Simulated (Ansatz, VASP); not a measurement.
MoW3: VASP beside Ansatz

```xyz
4
Lattice="-1.9179 1.9179 4.2842 1.9179 -1.9179 4.2842 1.9179 1.9179 -4.2842" Properties=species:S:1:pos:R:3 pbc="T T T"
Mo    0.0000    0.0000    0.0000
W     0.0000    0.0000    4.2842
W     1.9179    0.0000    2.1421
W     0.0000    1.9179    2.1421
```

Alike in both runs: task single point; functional PBE; k mesh 6 × 6 × 6; occupations gaussian, width 0.1 eV; no spin polarisation.

|  | VASP | Ansatz |
| --- | --- | --- |
| version | VASP 6.6.1 | Ansatz 0.2.0 |
| potentials or method | VASP PAW PBE potentials, release 64 (Mo_sv, W_sv), cutoff 520 eV | scalar-relativistic, plane waves, PAW |
| valence electrons in the cell | 56 | 56 |

```csv
,VASP,Ansatz,Ansatz less VASP
gap on the k mesh at the Fermi level (eV),none,none,-
pressure (GPa),11.7,11.0,-0.65
"traceless stress, the component that is largest in VASP (GPa)",7.15,7.14,-0.001
```

A gap of «none» marks a metal or a gap that the smearing closes.

The k mesh is coarse, so the values compare programs but aren't converged. Spin-orbit coupling is off throughout.
